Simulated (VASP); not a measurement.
# GeSb2Te4 (I-4m2) in VASP: single point with PBE

Aim: the single point of GeSb2Te4 with PBE.

Program: VASP 6.6.1. These are calculated values, not measurements. Logs are shortened: lines on timing, memory, paths and dates and some standing lists are left out, and cuts for length are marked.

**1. The cell of the first run**

The structure is tetragonal, space group I-4m2 (No. 119). Conventional cell: a = 6.117 Å, b = 6.117 Å, c = 12.132 Å, α = 90.00°, β = 90.00°, γ = 90.00°. Within 3.9 Å of Ge (site symmetry -4m2) lie 6 Te at 2.99 to 3.06 Å. Sb (site symmetry -4m2) has 6 Te at 3.06 to 3.08 Å within 4.0 Å. Within 4.0 Å of Sb (site symmetry -4m2) lie 6 Te at 3.06 to 3.08 Å. Te (site symmetry 2mm) has 2 Ge at 3.06 Å and 3 Sb at 3.06 to 3.08 Å within 4.0 Å. Te (site symmetry 2mm) has 1 Ge at 2.99 Å and 3 Sb at 3.06 to 3.08 Å within 3.9 Å.

**2. Single point, PBE**

INCAR

```
SYSTEM = GeSb2Te4
PREC     = Accurate       ! precision mode
ENCUT    = 520            ! plane-wave cutoff, eV
EDIFF    = 1E-6           ! SCF threshold, eV
ISMEAR   = 0              ! smearing method
SIGMA    = 0.15           ! smearing width, eV
LREAL    = .False.        ! projectors in reciprocal space
LASPH    = .True.         ! aspherical terms in the spheres
NELM     = 80             ! most SCF steps
ALGO     = Normal         ! electronic algorithm
ISIF     = 2              ! what is computed and relaxed
LWAVE    = .False.        ! write WAVECAR
LCHARG   = .True.         ! write CHGCAR
GGA      = PE             ! functional
LELF     = .True.         ! ELF
LVHAR    = .True.       
NBANDS   = 33             ! bands
```

KPOINTS

```
Automatic mesh
0
Gamma
  10 10 10
  0 0 0
```

POSCAR

```
GeSb2Te4
1.0
   -3.0583613265      3.0583613265      6.0658885767
    3.0583613265     -3.0583613265      6.0658885767
    3.0583613265      3.0583613265     -6.0658885767
Ge Sb Te
1 2 4
Direct
    0.0000000000      0.0000000000      0.0000000000
    0.5000000000      0.5000000000      0.0000000000
    0.2500000000      0.7500000000      0.5000000000
    0.5034776083      0.0034776083      0.5000000000
    0.2461633356      0.2461633356      0.0000000000
    0.9965223917      0.4965223917      0.5000000000
    0.7538366644      0.7538366644      0.0000000000
```

Potentials or basis: VASP PAW PBE potentials, release 64 (Ge_d, Sb, Te).

On the command line:

```bash
cat potpaw_PBE.64/Ge_d/POTCAR potpaw_PBE.64/Sb/POTCAR potpaw_PBE.64/Te/POTCAR > POTCAR
mpirun -np 1 vasp_std > vasp.out
```

OUTCAR:

```text
SYSTEM = GeSb2Te4
   PREC = Accurate
   ENCUT = 520
   EDIFF = 1E-6
   ISMEAR = 0
   LREAL = .False.
   LASPH = .True.
   NELM = 80
   ISIF = 2
   GGA = PE

 ion  position               nearest neighbor table
   1  0.000  0.000  0.000-   5 2.99   7 2.99   6 3.06   4 3.06   4 3.06   6 3.06
   2  0.500  0.500  0.000-   4 3.06   6 3.06   4 3.06   6 3.06   5 3.08   7 3.08
   3  0.250  0.750  0.500-   7 3.06   5 3.06   7 3.06   5 3.06   4 3.08   6 3.08
   4  0.503  0.003  0.500-   1 3.06   2 3.06   2 3.06   1 3.06   3 3.08
   5  0.246  0.246  0.000-   1 2.99   3 3.06   3 3.06   2 3.08
   6  0.997  0.497  0.500-   2 3.06   1 3.06   1 3.06   2 3.06   3 3.08
   7  0.754  0.754  0.000-   1 2.99   3 3.06   3 3.06   2 3.08

  LATTYP: Found a body centered tetragonal cell.
 ALAT       =     6.1167226530
 C/A-ratio  =     1.9833786558

  Lattice vectors:

 A1 = (  -3.0583613265,   3.0583613265,   6.0658885767)
 A2 = (   3.0583613265,  -3.0583613265,   6.0658885767)
 A3 = (   3.0583613265,   3.0583613265,  -6.0658885767)

Analysis of symmetry for initial positions (statically):
=====================================================================
 Subroutine PRICEL returns:
 Original cell was already a primitive cell.

 Routine SETGRP: Setting up the symmetry group for a
 body centered tetragonal supercell.

 Subroutine GETGRP returns: Found  8 space group operations
 (whereof  8 operations were pure point group operations)
 out of a pool of 16 trial point group operations.

The static configuration has the point symmetry D_2d.

Analysis of symmetry for dynamics (positions and initial velocities):
=====================================================================
 Subroutine PRICEL returns:
 Original cell was already a primitive cell.

 Routine SETGRP: Setting up the symmetry group for a
 body centered tetragonal supercell.

 Subroutine GETGRP returns: Found  8 space group operations
 (whereof  8 operations were pure point group operations)
 out of a pool of 16 trial point group operations.

The dynamic configuration has the point symmetry D_2d.

 Subroutine INISYM returns: Found  8 space group operations
 (whereof  8 operations are pure point group operations),
 and found     1 'primitive' translations

----------------------------------------------------------------------------------------

                                     Primitive cell

  volume of cell :     226.9510

  direct lattice vectors                    reciprocal lattice vectors
    -3.058361327  3.058361327  6.065888577     0.000000000  0.163486242  0.082428154
     3.058361327 -3.058361327  6.065888577     0.163486242  0.000000000  0.082428154
     3.058361327  3.058361327 -6.065888577     0.163486242  0.163486242  0.000000000

  length of vectors
     7.449976660  7.449976660  7.449976660     0.183090557  0.183090557  0.231204461

  position of ions in fractional coordinates (direct lattice)
     0.000000000  0.000000000  0.000000000
     0.500000000  0.500000000  0.000000000
     0.250000000  0.750000000  0.500000000
     0.503477608  0.003477608  0.500000000
     0.246163336  0.246163336  0.000000000
     0.996522392  0.496522392  0.500000000
     0.753836664  0.753836664  0.000000000

  ion indices of the primitive-cell ions
   primitive index   ion index
                 1           1
                 2           2
                 3           3
                 4           4
                 5           5
                 6           6
                 7           7

----------------------------------------------------------------------------------------

 KPOINTS: Automatic mesh

Automatic generation of k-mesh.
 Grid dimensions read from file:
 generate k-points for:   10   10   10

 Generating k-lattice:

  Cartesian coordinates                     Fractional coordinates (reciprocal lattice)
     0.000000000  0.016348624  0.008242815     0.100000000  0.000000000  0.000000000
     0.016348624  0.000000000  0.008242815     0.000000000  0.100000000  0.000000000
     0.016348624  0.016348624  0.000000000     0.000000000  0.000000000  0.100000000

  Length of vectors
     0.018309056  0.018309056  0.023120446

  Shift w.r.t. Gamma in fractional coordinates (k-lattice)
     0.000000000  0.000000000  0.000000000

 Subroutine IBZKPT returns following result:
 ===========================================

 Found    102 irreducible k-points:

 Following reciprocal coordinates:
            Coordinates               Weight
  0.000000  0.000000  0.000000      1.000000
  0.100000  0.000000 -0.000000      8.000000
  0.200000  0.000000 -0.000000      8.000000
  0.300000 -0.000000  0.000000      8.000000
  0.400000  0.000000  0.000000      8.000000
  0.500000 -0.000000  0.000000      4.000000
[... 16 lines left out ...]
  0.300000  0.300000  0.000000      8.000000
  0.400000  0.300000  0.000000     16.000000
 [... further k-points ...]
   k-points           NKPTS =    102   k-points in BZ     NKDIM =    102   number of bands    NBANDS=     33
   number of dos      NEDOS =    301   number of ions     NIONS =      7
   total plane-waves  NPLWV = 175616
   dimension x,y,z NGX =    56 NGY =   56 NGZ =   56
   dimension x,y,z NGXF=   112 NGYF=  112 NGZF=  112
   ions per type =               1   2   4
   NGX,Y,Z   is equivalent  to a cutoff of  12.50, 12.50, 12.50 a.u.
   NGXF,Y,Z  is equivalent  to a cutoff of  24.99, 24.99, 24.99 a.u.
 SYSTEM =  GeSb2Te4
   PREC   = accura    normal or accurate (medium, high low for compatibility)
   ISTART =      0    job   : 0-new  1-cont  2-samecut
   ICHARG =      2    charge: 1-file 2-atom 10-const
   ISPIN  =      1    spin polarized calculation?
   LNONCOLLINEAR =      F non collinear calculations
   LSORBIT =      F    spin-orbit coupling
   LASPH  =      T    aspherical Exc in radial PAW
   ENCUT  =  520.0 eV  38.22 Ry    6.18 a.u.  13.85 13.85 13.85*2*pi/ulx,y,z
   NELM   =     80;   NELMIN=  2; NELMDL= -5     # of ELM steps
   EDIFF  = 0.1E-05   stopping-criterion for ELM
   LREAL  =      F    real-space projection
   EDIFFG = 0.1E-04   stopping-criterion for IOM
   NSW    =      0    number of steps for IOM
   IBRION =     -1    ionic relax: 0-MD 1-quasi-New 2-CG
   NFREE  =      0    steps in history (QN), initial steepest desc. (CG)
   ISIF   =      2    stress and relaxation
   ISYM   =      2    0-nonsym 1-usesym 2-fastsym
   POTIM  = 0.5000    time-step for ionic-motion
   TEBEG  =    0.0;   TEEND  =   0.0 temperature during run
   PSTRESS=    0.0 pullay stress
   NELECT =      48.0000    total number of electrons
   NUPDOWN=      -1.0000    fix difference up-down
   EMIN   =  10.00;   EMAX   =-10.00  energy-range for DOS
   EFERMI =   0.00;   METHOD = LEGACY
   ISMEAR =     0;   SIGMA  =   0.15  broadening in eV -4-tet -1-fermi 0-gaus
   EFERMI_NEDOS =   21; number of points for ismear=-14 and -15
   IALGO  =     38    algorithm
   IMIX   =      4    mixing-type and parameters
     AMIX     =   0.40;   BMIX     =  1.00
     AMIX_MAG =   1.60;   BMIX_MAG =  1.00
  volume/ion in A,a.u.               =      32.42       218.79
  Fermi-wavevector in a.u.,A,eV,Ry     =   0.975389  1.843218 12.944364  0.951384
  Thomas-Fermi vector in A             =   2.105925
   LORBIT       =      0    0 simple, 1 ext, 2 COOP (PROOUT), +10 PAW based schemes
   GGA     = PE    functional components
   LHFCALC =     F    Hartree Fock is set to
   AEXX    =    0.0000 exact exchange contribution
   IVDW    =     0    specifies the selected vdW correction
   LEPSILON=     F    determine dielectric tensor
   LRPA    =     F    only Hartree local field effects (RPA)
 non-spin polarized calculation
 Gauss-broadening in eV      SIGMA  =   0.15
  energy-cutoff  :      520.00
  volume of cell :      226.95
 maximum number of plane-waves:      6140
   NGX = 27   NGY = 27   NGZ = 27

 number of electron      48.0000010 magnetization

 Free energy of the ion-electron system (eV)
  ---------------------------------------------------
  ext. energy  EPLUGINS =         0.00000000
  ---------------------------------------------------
  free energy    TOTEN  =       -25.43788998 eV

  energy without entropy =      -25.41811377  energy(sigma->0) =      -25.42800188

 E-fermi :   5.4092     XC(G=0):  -9.1232

 val. band max:        5.3950499977   @ k =   0.5000   0.5000   0.0000
 cond. band min:       5.4099974792   @ k =   0.4000   0.2000   0.1000
 fundamental gap:      0.0149474815
 Fermi energy:         5.4091836694

 k-point     1 :       0.0000    0.0000    0.0000
  band No.  band energies     occupation
      1     -19.4311      2.00000
      2     -19.4267      2.00000
      3     -19.4141      2.00000
      4     -19.4113      2.00000
      5     -19.4113      2.00000
      6      -7.3371      2.00000
[... 25 lines left out ...]
     32      10.6710      0.00000
     33      10.7449      0.00000

 k-point     2 :       0.1000    0.0000   -0.0000
  band No.  band energies     occupation
      1     -19.4311      2.00000
      2     -19.4267      2.00000
      3     -19.4141      2.00000
      4     -19.4113      2.00000
      5     -19.4113      2.00000
      6      -7.2979      2.00000
[... 25 lines left out ...]
     32      10.5280      0.00000
     33      10.6609      0.00000

 k-point     3 :       0.2000    0.0000   -0.0000
  band No.  band energies     occupation
      1     -19.4311      2.00000
      2     -19.4267      2.00000
      3     -19.4141      2.00000
      4     -19.4113      2.00000
      5     -19.4113      2.00000
      6      -7.1817      2.00000
[... 25 lines left out ...]
     32      10.1229      0.00000
     33      10.2703      0.00000

 k-point     4 :       0.3000   -0.0000    0.0000
  band No.  band energies     occupation
      1     -19.4311      2.00000
      2     -19.4267      2.00000
      3     -19.4141      2.00000
      4     -19.4113      2.00000
      5     -19.4113      2.00000
      6      -6.9952      2.00000
[... 673 lines left out ...]
     32       9.5458      0.00000
     33       9.6714      0.00000

 k-point    23 :       0.3000    0.3000    0.0000
  band No.  band energies     occupation
      1     -19.4311      2.00000
      2     -19.4268      2.00000
      3     -19.4141      2.00000
      4     -19.4113      2.00000
      5     -19.4113      2.00000
      6      -6.5475      2.00000
[... 25 lines left out ...]
     32       8.5627      0.00000
     33       9.1404      0.00000

 k-point    24 :       0.4000    0.3000    0.0000
  band No.  band energies     occupation
      1     -19.4310      2.00000
      2     -19.4268      2.00000
      3     -19.4141      2.00000
      4     -19.4114      2.00000
      5     -19.4113      2.00000
      6      -6.3126      2.00000
[... 25 lines left out ...]
     32       8.4016      0.00000
     33       9.5540      0.00000

 [... further k-points ...]
[... 5 lines left out ...]
  --------------------------------------------------------------------------------------
  -------------------------------------------------------------------------------------
  Total       -0.0287193     -0.0287193      0.0544703      0.0000000      0.0000000     -0.0000000
  in kB       -0.2027458     -0.2027458      0.3845373      0.0000000      0.0000000     -0.0000000
  external PRESSURE =      -0.0069847 kB  Pullay stress =       0.0000000 kB

 VOLUME and BASIS-vectors are now :
 -----------------------------------------------------------------------------
  energy-cutoff  :      520.00
  volume of cell :      226.95
      direct lattice vectors                 reciprocal lattice vectors
    -3.058361327  3.058361327  6.065888577     0.000000000  0.163486242  0.082428154
     3.058361327 -3.058361327  6.065888577     0.163486242  0.000000000  0.082428154
     3.058361327  3.058361327 -6.065888577     0.163486242  0.163486242  0.000000000

 POSITION                                       TOTAL-FORCE (eV/Angst)
 -----------------------------------------------------------------------------------
      0.00000      0.00000      0.00000         0.000000     -0.000000     -0.000000
      0.00000      0.00000      6.06589         0.000000     -0.000000     -0.000000
      3.05836      0.00000      3.03294         0.000000     -0.000000     -0.000000
      0.00000      3.05836      0.04219        -0.000000      0.000000      0.007270
      0.00000      0.00000      2.98640         0.000000     -0.000000     -0.002014
      0.00000      3.05836      6.02370        -0.000000      0.000000     -0.007270
      0.00000      0.00000      9.14538         0.000000     -0.000000      0.002014
 -----------------------------------------------------------------------------------
    total drift:                                0.000000     -0.000000      0.000000

  FREE ENERGIE OF THE ION-ELECTRON SYSTEM (eV)
  ---------------------------------------------------
  free  energy   TOTEN  =       -25.4378899792 eV

  energy  without entropy=      -25.4181137748  energy(sigma->0) =      -25.42800188
```

Run time: 17 min. Hardware: 1 thread of Intel Xeon 6975P-C, shared host; peak memory 0.94 GiB.

What came out:

```
Free energy            : -25.4379 eV
Pressure               : 0.0 GPa
Largest force          : 0.007 eV/Å
Band gap on the k mesh : zero (band 24 reaches 5.44 eV, above the bottom of band 25 at 5.29 eV)
```

Forces on the atoms (eV/Å):
```
Ge   0.000  0.000  0.000
Sb   0.000  0.000  0.000
Sb   0.000  0.000  0.000
Te   0.000  0.000  0.007
Te   0.000  0.000 -0.002
Te   0.000  0.000 -0.007
Te   0.000  0.000  0.002
```

Levels at points of the mesh, in eV from the Fermi level:
| k point | band 21 | band 22 | band 23 | band 24 | band 25 | band 26 | band 27 | band 28 |
| --- | --- | --- | --- | --- | --- | --- | --- | --- |
| (0.00, 0.00, 0.00) | -0.86 | -0.42 | -0.42 | -0.19 | 0.61 | 2.13 | 2.93 | 3.63 |
| (0.50, 0.00, 0.00) | -1.03 | -0.80 | -0.70 | -0.44 | 0.19 | 0.99 | 1.44 | 1.93 |
| (0.50, 0.50, 0.00) | -0.74 | -0.65 | -0.49 | -0.01 | 0.00 | 0.08 | 0.09 | 0.27 |
| (0.50, 0.50, 0.50) | -2.18 | -0.83 | -0.64 | -0.64 | 1.57 | 3.00 | 3.00 | 3.25 |

Caveat: spin-orbit coupling is left out, which moves the levels of the heavy elements.
